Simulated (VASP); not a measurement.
Write the native input for VASP 6.6.1 that does the following.

```
Task                   : single point
Functional             : PBEsol
Potentials or basis    : VASP PAW PBE potentials, release 64 (Cr_pv, Pb_d)
Cutoff                 : 520 eV
k mesh                 : 12 × 12 × 6
Occupations            : gaussian, width 0.1 eV
Spin                   : collinear spin, antiferromagnetic start
Starting moments       : [3.0, -3.0, 0.0, 0.0] μB
Dipole correction      : no
Further INCAR settings : ALGO = Normal; EDIFF = 1e-06; NBANDS = 38
```

The structure of CrPb lies in POSCAR:

```
CrPb
1.0
    3.4387398731      0.0000000000      3.4387398731
    0.0000000000      3.4387398731      3.4387398731
    0.0000000000      0.0000000000      6.8774797463
Cr Pb
2 2
Direct
    0.0000000000      0.0000000000      0.0000000000
    0.0000000000      0.0000000000      0.5000000000
    0.5000000000      0.5000000000      0.7500000000
    0.5000000000      0.5000000000      0.2500000000
```

One way to write it, as run:

INCAR

```
SYSTEM = CrPb
PREC = Accurate
ENCUT = 520
EDIFF = 1E-6
ISMEAR = 0
SIGMA = 0.1
LREAL = .FALSE.
LASPH = .TRUE.
NELM = 150
ALGO = Normal
ISIF = 2
LWAVE = .FALSE.
LCHARG = .FALSE.
ISPIN = 2
MAGMOM = 3 -3 0 0
LORBIT = 11
LMAXMIX = 4
GGA = PS
NBANDS = 38
```

KPOINTS

```
regular mesh
0
G
  12 12 6
  0 0 0
```

Potentials or basis: VASP PAW PBE potentials, release 64 (Cr_pv, Pb_d).

Command:

```console
$ cat potpaw_PBE.64/Cr_pv/POTCAR potpaw_PBE.64/Pb_d/POTCAR > POTCAR
$ mpirun -np 1 vasp_std > vasp.out
```

It gave:

The pressure is 0.9 GPa and the band gap on the k mesh is zero (filled and empty bands overlap). The net moment is 0.00 μB per cell. The site moments are Cr +3.60, -3.60; Pb +0.00 μB. The valence electrons inside the program's atomic spheres are Cr 10.55; Pb 12.12.

Caveat: the antiferromagnetic order is the one typed at the start, and another may lie lower; the PAW data sets were made with another functional, which shifts forces and pressure a little; spin-orbit coupling is left out, which moves the levels of the heavy elements.

Wall time 2.4 min on 1 thread of Intel(R) Xeon(R) 6975P-C (Granite Rapids), on a shared host, peak memory 0.42 GiB.
